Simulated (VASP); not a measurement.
Here is a VASP 6.6.1 calculation.

File INCAR:

```
  PREC = Accurate
  ENCUT = 520
  EDIFF = 1E-6
  ISMEAR = -1
  SIGMA = 0.05
  LREAL = False
  LASPH = True
  NELM = 60
  ALGO = Normal
  ISIF = 2
  LWAVE = False
  LCHARG = False
  GGA = PE
  NBANDS = 34
```

File KPOINTS:

```
regular mesh
0
Gamma
  7 7 7
```

File POSCAR:

```
CuO
1.0
    4.2156924503      0.0000000000      0.0000000000
    0.0000000000      4.2156924503      0.0000000000
    0.0000000000      0.0000000000      3.9388020641
Cu O
3 3
Direct
    0.5000000000      0.0000000000      0.5000000000
    0.0000000000      0.5000000000      0.5000000000
    0.0000000000      0.0000000000      0.0000000000
    0.0000000000      0.0000000000      0.5000000000
    0.5000000000      0.0000000000      0.0000000000
    0.0000000000      0.5000000000      0.0000000000
```

Potentials or basis: VASP PAW PBE potentials, release 64 (Cu, O).

Launch:

```console
$ cat potpaw_PBE.64/Cu/POTCAR potpaw_PBE.64/O/POTCAR > POTCAR
$ mpirun -np 1 vasp_std > vasp.out
```

Problem. What does it give for the pressure?

Solution. -3.1 GPa.

Problem. Predict the band gap on the k mesh.

Solution. Zero (an odd number of electrons rules out a gap without spin polarisation).

Stress tensor (GPa, compression positive):
```
-1.76  0.00  0.00
 0.00 -1.76  0.00
 0.00  0.00 -5.72
```

Caveat: the cell stands under tension; an odd number of electrons without spin polarisation forces a metal; a magnetic or distorted state may lie lower; semilocal functionals often make such compounds metallic where correlation or magnetic order opens a gap, which also shifts bond lengths. With open d or f shells a metallic result of PBE can be an artefact of self-interaction; +U or a hybrid may open a gap.
